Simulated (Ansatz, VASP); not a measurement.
Two plane-wave programs on KZnF3

```
K Zn F
1.0
     4.05000    0.00000    0.00000
     0.00000    4.05000    0.00000
     0.00000    0.00000    4.05000
K Zn F
1 1 3
Cartesian
  0.0000 0.0000 0.0000
  2.0250 2.0250 2.0250
  1.9189 1.9189 -0.1500
  0.0000 2.0250 2.0250
  2.0250 0.0000 2.0250
```

Alike in both runs: task single point; functional LDA; k mesh 6 × 6 × 6; occupations gaussian, width 0.05 eV; no spin polarisation.

```csv
,VASP,Ansatz
version,VASP 6.6.1,Ansatz 0.2.0
potentials or method,"VASP PAW LDA potentials, release 64 (K_sv, Zn, F), cutoff 520 eV","scalar-relativistic, plane waves, PAW"
valence electrons in the cell,42,42
```

Ansatz gave:

```
gap on the k mesh at the Fermi level (eV)                     : 3.60
least direct gap on the mesh (eV)                             : 5.31
pressure (GPa)                                                : -3.6
traceless stress, the component that is largest in VASP (GPa) : 1.65
rms of the force components (eV/Å)                            : 0.480
```

Q: What did VASP give for the same quantities?

A: gap on the k mesh at the Fermi level (eV): 3.56; least direct gap on the mesh (eV): 5.29; pressure (GPa): -3.1; traceless stress, the component that is largest in VASP (GPa): 1.74; rms of the force components (eV/Å): 0.517.

LDA's correlation is that of Perdew and Zunger in VASP and of Perdew and Wang (1992) in Ansatz. Atom by atom the forces differ by 0.039 eV/Å (rms over components).
